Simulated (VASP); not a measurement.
Eu:

```
CELL_PARAMETERS angstrom
0.00000 2.78930 2.78930
2.78930 0.00000 2.78930
2.78930 2.78930 0.00000
ATOMIC_POSITIONS crystal
Eu 0.00000 0.00000 0.00000
```

This isn't the form of Eu at room conditions, which is bcc.

Base run:

```yaml
Program: VASP 6.6.1
Functional: PBE
Potentials_or_basis: VASP PAW PBE potentials, release 64 (Eu)
Cutoff: 520 eV
k_mesh: 7 × 7 × 7
Occupations: fermi-dirac, width 0.05 eV
Spin: collinear spin, ferromagnetic start
Starting_moments: "[7.0] μB"
Fixed_moment: 7 μB
```

Its results: pressure -0.6 GPa; site moments Eu +6.60 μB.

Task: The run is repeated on the same cell with these changes: fixed moment from 7 μB to 3.5 μB; moments at the start from [7.0] to [3.5]. What comes out?

Result: Pressure -1.4 GPa; site moments Eu +5.15 μB.

Caveats: the total moment is fixed, so each spin has its own Fermi level.
